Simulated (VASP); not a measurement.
TiO2 (Anatase), 6 atoms in the cell. It takes space group I4_1/amd (No. 141, tetragonal). The conventional cell has a = 3.857 Å, b = 3.857 Å, c = 9.973 Å, α = 90.00°, β = 90.00°, γ = 90.00°. Within 2.6 Å of Ti (site symmetry -4m2) lie 6 O at 1.98 to 2.04 Å. O (site symmetry 2mm) has 3 Ti at 1.98 to 2.04 Å and 2 O at 2.50 Å within 2.6 Å.  This cell differs from its parent crystal: volume scaled by 1.06.

| Quantity | Value |
| --- | --- |
| Program | VASP 6.6.1 |
| Task | relaxation of shape and atoms at fixed volume |
| Functional | PBE |
| Potentials or basis | VASP PAW PBE potentials, release 64 (Ti_sv, O) |
| Cutoff | 600 eV |
| k mesh | 10 × 10 × 10 |
| Occupations | gaussian, width 0.02 eV |
| Spin | no spin polarisation |
| Dipole correction | no |
| Further INCAR settings | ALGO = Normal; EDIFF = 1e-07; IBRION = 2; EDIFFG = -0.01; NSW = 50; ISIF = 4 |

Potentials or basis: VASP PAW PBE potentials, release 64 (Ti_sv, O).

Run with:

```bash
$ cat potpaw_PBE.64/Ti_sv/POTCAR potpaw_PBE.64/O/POTCAR > POTCAR
$ mpirun -np 1 vasp_std > vasp.out
```

Hardware: 1 thread of Intel(R) Xeon(R) Platinum 8375C CPU @ 2.90GHz (Ice Lake), with other jobs on the host.

Estimate the wall time of this run.

It took 25 min on 1 thread of Intel(R) Xeon(R) Platinum 8375C CPU @ 2.90GHz (Ice Lake), with other jobs on the host, peak memory 0.46 GiB. Counts: scf iterations 45, k points 102, ion steps 5.
